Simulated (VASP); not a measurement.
# BiTe (Immm) in VASP: notebook

The runs below take BiTe through single point, with r2SCAN.

All numbers are computed with VASP 6.6.1; they aren't measurements. Logs are shortened: lines on timing, memory, paths and dates and some standing lists are left out, and cuts for length are marked.

## 1. The cell of the first run

Symmetry: Immm, No. 71, orthorhombic system. Conventional cell: a = 4.546 Å, b = 4.604 Å, c = 6.470 Å, α = 90.00°, β = 90.00°, γ = 90.00°. Bi (site symmetry mmm) has 6 Te at 3.23 to 3.24 Å within 4.3 Å. Within 4.3 Å of Te (site symmetry mmm) lie 6 Bi at 3.23 to 3.24 Å.

## 2. Single point, r2SCAN (strain +0.0125 x Voigt [0, 0, 0, 0, 0, 1])

The input, POSCAR:

```
BiTe
1.0
    0.0202187500      3.2350000000      3.2350000000
    3.2350000000      0.0202187500      3.2350000000
    3.2552187500      3.2552187500      0.0000000000
Bi Te
1 1
Direct
    0.0000000000      0.0000000000      0.0000000000
    0.5000000000      0.5000000000      0.5000000000
```

The input, INCAR.step1:

```
SYSTEM = BiTe
ALGO     = Normal         ! electronic algorithm
EDIFF    = 1E-4           ! SCF threshold, eV
ENCUT    = 520            ! plane-wave cutoff, eV
GGA      = PE             ! functional
ISMEAR   = 0              ! smearing method
LASPH    = .True.         ! aspherical terms in the spheres
LCHARG   = .False.        ! write CHGCAR
LREAL    = .False.        ! projectors in reciprocal space
LWAVE    = .True.         ! write WAVECAR
NBANDS   = 18             ! bands
NELM     = 100            ! most SCF steps
PREC     = Accurate       ! precision mode
SIGMA    = 0.15           ! smearing width, eV
```

The input, INCAR.step2:

```
SYSTEM = BiTe
ALGO     = Normal         ! electronic algorithm
EDIFF    = 1E-6           ! SCF threshold, eV
ENCUT    = 520            ! plane-wave cutoff, eV
ISIF     = 2              ! what is computed and relaxed
ISMEAR   = 0              ! smearing method
ISTART   = 1            
LASPH    = .True.         ! aspherical terms in the spheres
LCHARG   = .False.        ! write CHGCAR
LMIXTAU  = .True.       
LREAL    = .False.        ! projectors in reciprocal space
LWAVE    = .False.        ! write WAVECAR
METAGGA  = R2SCAN         ! meta-GGA
NBANDS   = 18             ! bands
NELM     = 100            ! most SCF steps
PREC     = Accurate       ! precision mode
SIGMA    = 0.15           ! smearing width, eV
```

The input, KPOINTS:

```
k-points
0
Gamma
  14 14 14
  0 0 0
```

Potentials or basis: VASP PAW PBE potentials, release 64 (Bi_d, Te).

Launch:

```
cat potpaw_PBE.64/Bi_d/POTCAR potpaw_PBE.64/Te/POTCAR > POTCAR
cp INCAR.step1 INCAR
mpirun -np 1 vasp_std > vasp.out
cp INCAR.step2 INCAR
mpirun -np 1 vasp_std > vasp.out
```

OUTCAR:

```text
SYSTEM = BiTe
   EDIFF = 1E-6
   ENCUT = 520
   ISIF = 2
   ISMEAR = 0
   ISTART = 1
   LASPH = .True.
   LREAL = .False.
   METAGGA = R2SCAN
   NELM = 100
   PREC = Accurate

 ion  position               nearest neighbor table
   1  0.000  0.000  0.000-   2 3.23   2 3.23   2 3.24   2 3.24   2 3.24   2 3.24
   2  0.500  0.500  0.500-   1 3.23   1 3.23   1 3.24   1 3.24   1 3.24   1 3.24

  LATTYP: Found a body centered orthorhombic cell.
 ALAT       =     4.5463872438
 B/A-ratio  =     1.0125786164
 C/A-ratio  =     1.4231079873

  Lattice vectors:

 A1 = (   3.2350000000,   0.0202187500,  -3.2350000000)
 A2 = (  -3.2350000000,  -0.0202187500,  -3.2350000000)
 A3 = (   0.0202187500,   3.2350000000,   3.2350000000)

Analysis of symmetry for initial positions (statically):
=====================================================================
 Subroutine PRICEL returns:
 Original cell was already a primitive cell.

 Routine SETGRP: Setting up the symmetry group for a
 body centered orthorhombic supercell.

 Subroutine GETGRP returns: Found  8 space group operations
 (whereof  8 operations were pure point group operations)
 out of a pool of  8 trial point group operations.

The static configuration has the point symmetry D_2h.

Analysis of symmetry for dynamics (positions and initial velocities):
=====================================================================
 Subroutine PRICEL returns:
 Original cell was already a primitive cell.

 Routine SETGRP: Setting up the symmetry group for a
 body centered orthorhombic supercell.

 Subroutine GETGRP returns: Found  8 space group operations
 (whereof  8 operations were pure point group operations)
 out of a pool of  8 trial point group operations.

The dynamic configuration has the point symmetry D_2h.

 Subroutine INISYM returns: Found  8 space group operations
 (whereof  8 operations are pure point group operations),
 and found     1 'primitive' translations

----------------------------------------------------------------------------------------

                                     Primitive cell

  volume of cell :      67.7074

  direct lattice vectors                    reciprocal lattice vectors
     0.020218750  3.235000000  3.235000000    -0.155531578  0.155531578  0.154559505
     3.235000000  0.020218750  3.235000000     0.155531578 -0.155531578  0.154559505
     3.255218750  3.255218750  0.000000000     0.153599508  0.153599508 -0.154559505

  length of vectors
     4.575025552  4.575025552  4.603574505     0.268828540  0.268828540  0.266597559

  position of ions in fractional coordinates (direct lattice)
     0.000000000  0.000000000  0.000000000
     0.500000000  0.500000000  0.500000000

  ion indices of the primitive-cell ions
   primitive index   ion index
                 1           1
                 2           2

----------------------------------------------------------------------------------------

 KPOINTS: k-points

Automatic generation of k-mesh.
 Grid dimensions read from file:
 generate k-points for:   14   14   14

 Generating k-lattice:

  Cartesian coordinates                     Fractional coordinates (reciprocal lattice)
    -0.011109398  0.011109398  0.011039965     0.071428571  0.000000000  0.000000000
     0.011109398 -0.011109398  0.011039965     0.000000000  0.071428571  0.000000000
     0.010971393  0.010971393 -0.011039965    -0.000000000 -0.000000000  0.071428571

  Length of vectors
     0.019202039  0.019202039  0.019042683

  Shift w.r.t. Gamma in fractional coordinates (k-lattice)
     0.000000000  0.000000000  0.000000000

 Subroutine IBZKPT returns following result:
 ===========================================

 Found    428 irreducible k-points:

 Following reciprocal coordinates:
            Coordinates               Weight
  0.000000  0.000000  0.000000      1.000000
  0.071429  0.000000  0.000000      4.000000
  0.142857 -0.000000  0.000000      4.000000
  0.214286  0.000000  0.000000      4.000000
  0.285714  0.000000  0.000000      4.000000
  0.357143 -0.000000  0.000000      4.000000
[... 16 lines left out ...]
  0.214286  0.142857  0.000000      4.000000
  0.285714  0.142857  0.000000      4.000000
 [... further k-points ...]
   k-points           NKPTS =    428   k-points in BZ     NKDIM =    428   number of bands    NBANDS=     18
   number of dos      NEDOS =    301   number of ions     NIONS =      2
   total plane-waves  NPLWV =  46656
   dimension x,y,z NGX =    36 NGY =   36 NGZ =   36
   dimension x,y,z NGXF=    72 NGYF=   72 NGZF=   72
   ions per type =               1   1
   NGX,Y,Z   is equivalent  to a cutoff of  13.08, 13.08, 13.00 a.u.
   NGXF,Y,Z  is equivalent  to a cutoff of  26.16, 26.16, 26.00 a.u.
 SYSTEM =  BiTe
   PREC   = accura    normal or accurate (medium, high low for compatibility)
   ISTART =      1    job   : 0-new  1-cont  2-samecut
   ICHARG =      0    charge: 1-file 2-atom 10-const
   ISPIN  =      1    spin polarized calculation?
   LNONCOLLINEAR =      F non collinear calculations
   LSORBIT =      F    spin-orbit coupling
   LASPH  =      T    aspherical Exc in radial PAW
   ENCUT  =  520.0 eV  38.22 Ry    6.18 a.u.   8.51  8.51  8.56*2*pi/ulx,y,z
   NELM   =    100;   NELMIN=  2; NELMDL=  0     # of ELM steps
   EDIFF  = 0.1E-05   stopping-criterion for ELM
   LREAL  =      F    real-space projection
   EDIFFG = 0.1E-04   stopping-criterion for IOM
   NSW    =      0    number of steps for IOM
   IBRION =     -1    ionic relax: 0-MD 1-quasi-New 2-CG
   NFREE  =      0    steps in history (QN), initial steepest desc. (CG)
   ISIF   =      2    stress and relaxation
   ISYM   =      2    0-nonsym 1-usesym 2-fastsym
   POTIM  = 0.5000    time-step for ionic-motion
   TEBEG  =    0.0;   TEEND  =   0.0 temperature during run
   PSTRESS=    0.0 pullay stress
   NELECT =      21.0000    total number of electrons
   NUPDOWN=      -1.0000    fix difference up-down
   EMIN   =  10.00;   EMAX   =-10.00  energy-range for DOS
   EFERMI =   0.00;   METHOD = LEGACY
   ISMEAR =     0;   SIGMA  =   0.15  broadening in eV -4-tet -1-fermi 0-gaus
   EFERMI_NEDOS =   21; number of points for ismear=-14 and -15
   IALGO  =     38    algorithm
   IMIX   =      4    mixing-type and parameters
     AMIX     =   0.40;   BMIX     =  1.00
     AMIX_MAG =   1.60;   BMIX_MAG =  1.00
  volume/ion in A,a.u.               =      33.85       228.46
  Fermi-wavevector in a.u.,A,eV,Ry     =   1.108160  2.094120 16.708220  1.228020
  Thomas-Fermi vector in A             =   2.244684
   LORBIT       =      0    0 simple, 1 ext, 2 COOP (PROOUT), +10 PAW based schemes
   METAGGA = R2SCAN    functional components
   LHFCALC =     F    Hartree Fock is set to
   AEXX    =    0.0000 exact exchange contribution
   IVDW    =     0    specifies the selected vdW correction
   LEPSILON=     F    determine dielectric tensor
   LRPA    =     F    only Hartree local field effects (RPA)
 non-spin polarized calculation
 Gauss-broadening in eV      SIGMA  =   0.15
  energy-cutoff  :      520.00
  volume of cell :       67.71
 maximum number of plane-waves:      1847
 NGX is ok and might be reduce to    36
   NGX = 17   NGY = 17   NGZ = 17

 number of electron      21.0000001 magnetization

 Free energy of the ion-electron system (eV)
  ---------------------------------------------------
  ext. energy  EPLUGINS =         0.00000000
  ---------------------------------------------------
  free energy    TOTEN  =       -84.03461604 eV

  energy without entropy =      -84.01890351  energy(sigma->0) =      -84.02675978

 E-fermi :   6.6176     XC(G=0): -10.0018

 val. band max:        6.6133544856   @ k =   0.5000   0.5000   0.4286
 cond. band min:       6.6202997318   @ k =  -0.3571   0.5000   0.2857
 fundamental gap:      0.0069452462
 Fermi energy:         6.6175678761

 k-point     1 :       0.0000    0.0000    0.0000
  band No.  band energies     occupation
      1     -17.3088      2.00000
      2     -17.3087      2.00000
      3     -17.3042      2.00000
      4     -17.3031      2.00000
      5     -17.3021      2.00000
      6      -7.5589      2.00000
[... 10 lines left out ...]
     17      13.3578      0.00000
     18      13.5618      0.00000

 k-point     2 :       0.0714    0.0000    0.0000
  band No.  band energies     occupation
      1     -17.3091      2.00000
      2     -17.3089      2.00000
      3     -17.3039      2.00000
      4     -17.3028      2.00000
      5     -17.3020      2.00000
      6      -7.5103      2.00000
[... 10 lines left out ...]
     17      13.6761      0.00000
     18      13.8536      0.00000

 k-point     3 :       0.1429   -0.0000    0.0000
  band No.  band energies     occupation
      1     -17.3098      2.00000
      2     -17.3096      2.00000
      3     -17.3030      2.00000
      4     -17.3022      2.00000
      5     -17.3013      2.00000
      6      -7.3650      2.00000
[... 10 lines left out ...]
     17      14.4804      0.00000
     18      14.6167      0.00000

 k-point     4 :       0.2143    0.0000    0.0000
  band No.  band energies     occupation
      1     -17.3109      2.00000
      2     -17.3108      2.00000
      3     -17.3017      2.00000
      4     -17.3015      2.00000
      5     -17.2998      2.00000
      6      -7.1252      2.00000
[... 10 lines left out ...]
     17      15.5179      0.00000
     18      15.6604      0.00000

 k-point     5 :       0.2857    0.0000    0.0000
  band No.  band energies     occupation
      1     -17.3122      2.00000
      2     -17.3121      2.00000
      3     -17.3013      2.00000
      4     -17.2998      2.00000
      5     -17.2980      2.00000
      6      -6.7944      2.00000
[... 10 lines left out ...]
     17      16.4692      0.00000
     18      16.8707      0.00000

 k-point     6 :       0.3571   -0.0000    0.0000
  band No.  band energies     occupation
      1     -17.3133      2.00000
      2     -17.3133      2.00000
      3     -17.3009      2.00000
      4     -17.2983      2.00000
      5     -17.2964      2.00000
      6      -6.3792      2.00000
[... 10 lines left out ...]
     17      16.5846      0.00000
     18      17.9934      0.00000

 k-point     7 :       0.4286    0.0000    0.0000
  band No.  band energies     occupation
      1     -17.3142      2.00000
      2     -17.3141      2.00000
      3     -17.3007      2.00000
      4     -17.2972      2.00000
      5     -17.2952      2.00000
      6      -5.8933      2.00000
[... 10 lines left out ...]
     17      15.7353      0.00000
     18      17.0911      0.00000

 k-point     8 :       0.5000    0.0000    0.0000
  band No.  band energies     occupation
      1     -17.3145      2.00000
      2     -17.3144      2.00000
      3     -17.3006      2.00000
      4     -17.2968      2.00000
      5     -17.2948      2.00000
      6      -5.4792      2.00000
[... 10 lines left out ...]
     17      15.3521      0.00000
     18      16.3722      0.00000
[... 229 lines left out ...]
     17      14.8906      0.00000
     18      16.5659      0.00000

 k-point    20 :      -0.1429    0.0714    0.0000
  band No.  band energies     occupation
      1     -17.3107      2.00000
      2     -17.3098      2.00000
      3     -17.3028      2.00000
      4     -17.3018      2.00000
      5     -17.3003      2.00000
      6      -7.2526      2.00000
[... 10 lines left out ...]
     17      14.0246      0.00000
     18      15.4874      0.00000

 k-point    21 :      -0.0714    0.0714    0.0000
  band No.  band energies     occupation
      1     -17.3097      2.00000
      2     -17.3091      2.00000
      3     -17.3037      2.00000
      4     -17.3021      2.00000
      5     -17.3018      2.00000
      6      -7.4292      2.00000
[... 10 lines left out ...]
     17      13.6068      0.00000
     18      14.4883      0.00000

 k-point    22 :       0.1429    0.1429    0.0000
  band No.  band energies     occupation
      1     -17.3117      2.00000
      2     -17.3078      2.00000
      3     -17.3038      2.00000
      4     -17.3022      2.00000
      5     -17.3002      2.00000
      6      -7.3050      2.00000
[... 10 lines left out ...]
     17      13.6739      0.00000
     18      13.7879      0.00000

 k-point    23 :       0.2143    0.1429    0.0000
  band No.  band energies     occupation
      1     -17.3131      2.00000
      2     -17.3078      2.00000
      3     -17.3038      2.00000
      4     -17.3009      2.00000
      5     -17.2992      2.00000
      6      -7.1338      2.00000
[... 10 lines left out ...]
     17      14.1043      0.00000
     18      14.1993      0.00000

 k-point    24 :       0.2857    0.1429    0.0000
  band No.  band energies     occupation
      1     -17.3145      2.00000
      2     -17.3086      2.00000
      3     -17.3033      2.00000
      4     -17.2992      2.00000
      5     -17.2981      2.00000
      6      -6.8723      2.00000
[... 10 lines left out ...]
     17      14.9592      0.00000
     18      15.0755      0.00000

 [... further k-points ...]
[... 5 lines left out ...]
  --------------------------------------------------------------------------------------
  -------------------------------------------------------------------------------------
  Total       -0.0176984     -0.0176984     -0.0183977     -0.0023199      0.0000000      0.0000000
  in kB       -0.4188031     -0.4188031     -0.4353489     -0.0548957      0.0000000      0.0000000
  external PRESSURE =      -0.4243184 kB  Pullay stress =       0.0000000 kB

 VOLUME and BASIS-vectors are now :
 -----------------------------------------------------------------------------
  energy-cutoff  :      520.00
  volume of cell :       67.71
      direct lattice vectors                 reciprocal lattice vectors
     0.020218750  3.235000000  3.235000000    -0.155531578  0.155531578  0.154559505
     3.235000000  0.020218750  3.235000000     0.155531578 -0.155531578  0.154559505
     3.255218750  3.255218750  0.000000000     0.153599508  0.153599508 -0.154559505

 POSITION                                       TOTAL-FORCE (eV/Angst)
 -----------------------------------------------------------------------------------
      0.00000      0.00000      0.00000        -0.000000     -0.000000      0.000000
      3.25522      3.25522      3.23500         0.000000      0.000000      0.000000
 -----------------------------------------------------------------------------------
    total drift:                               -0.000000      0.000000      0.000000

  FREE ENERGIE OF THE ION-ELECTRON SYSTEM (eV)
  ---------------------------------------------------
  free  energy   TOTEN  =       -84.0346160424 eV

  energy  without entropy=      -84.0189035100  energy(sigma->0) =      -84.02675978
```

Run time: 10 min. Hardware: 1 thread of Intel Xeon 6975P-C (Granite Rapids), shared host; peak memory 0.62 GiB.

What came out:

- Free energy: -84.0346 eV
- Pressure: 0.0 GPa

Caveat: the cell differs from its parent crystal (strain +0.0125 x Voigt [0, 0, 0, 0, 0, 1]); the PAW data sets were made with another functional, which shifts forces and pressure a little; spin-orbit coupling is left out, which moves the levels of the heavy elements.

## 3. Single point, r2SCAN (strain +0.0025 x Voigt [0, 0, 0, 0, 0, 1])

The input, POSCAR:

```
BiTe
1.0
    0.0040437500      3.2350000000      3.2350000000
    3.2350000000      0.0040437500      3.2350000000
    3.2390437500      3.2390437500      0.0000000000
Bi Te
1 1
Direct
    0.0000000000      0.0000000000      0.0000000000
    0.5000000000      0.5000000000      0.5000000000
```

The input, INCAR.step1:

```
SYSTEM = BiTe
PREC     = Accurate       ! precision mode
ENCUT    = 520            ! plane-wave cutoff, eV
ISMEAR   = 0              ! smearing method
SIGMA    = 0.15           ! smearing width, eV
LREAL    = .False.        ! projectors in reciprocal space
LASPH    = .True.         ! aspherical terms in the spheres
NELM     = 60             ! most SCF steps
NBANDS   = 18             ! bands
GGA      = PE             ! functional
ALGO     = Normal         ! electronic algorithm
EDIFF    = 1E-4           ! SCF threshold, eV
LWAVE    = .True.         ! write WAVECAR
LCHARG   = .False.        ! write CHGCAR
```

The input, INCAR.step2:

```
SYSTEM = BiTe
PREC     = Accurate       ! precision mode
ENCUT    = 520            ! plane-wave cutoff, eV
EDIFF    = 1E-6           ! SCF threshold, eV
ISMEAR   = 0              ! smearing method
SIGMA    = 0.15           ! smearing width, eV
LREAL    = .False.        ! projectors in reciprocal space
LASPH    = .True.         ! aspherical terms in the spheres
NELM     = 60             ! most SCF steps
ALGO     = Normal         ! electronic algorithm
ISIF     = 2              ! what is computed and relaxed
LWAVE    = .False.        ! write WAVECAR
LCHARG   = .False.        ! write CHGCAR
METAGGA  = R2SCAN         ! meta-GGA
LMIXTAU  = .True.       
NBANDS   = 18             ! bands
ISTART   = 1
```

The input, KPOINTS:

```
Automatic mesh
0
Gamma
  14 14 14
  0 0 0
```

Potentials or basis: VASP PAW PBE potentials, release 64 (Bi_d, Te).

Launch:

```
cat potpaw_PBE.64/Bi_d/POTCAR potpaw_PBE.64/Te/POTCAR > POTCAR
cp INCAR.step1 INCAR
mpirun -np 1 vasp_std > vasp.out
cp INCAR.step2 INCAR
mpirun -np 1 vasp_std > vasp.out
```

Run time: 11 min. Hardware: 1 thread of Intel Xeon 6975P-C (Granite Rapids), shared host; peak memory 0.62 GiB.

Results (log left out):

```
Free energy : -84.0346 eV
Pressure    : 0.0 GPa
```

Levels at points of the mesh, in eV from the Fermi level:
```tsv
k point	band 8	band 9	band 10	band 11	band 12	band 13
(0.00, 0.00, 0.00)	-2.84	-2.82	-2.81	2.22	2.22	2.23
(0.50, 0.00, 0.00)	-2.14	-2.14	-1.67	-0.73	-0.72	-0.71
(0.50, 0.50, 0.00)	-5.99	-4.33	-4.31	2.48	3.74	3.75
(0.00, 0.00, 0.50)	-2.14	-2.13	-1.66	-0.72	-0.71	-0.71
(0.50, 0.00, 0.50)	-5.99	-4.32	-4.32	2.48	3.74	3.74
```

Caveat: the cell differs from its parent crystal (strain +0.0025 x Voigt [0, 0, 0, 0, 0, 1]); the PAW data sets were made with another functional, which shifts forces and pressure a little; spin-orbit coupling is left out, which moves the levels of the heavy elements.
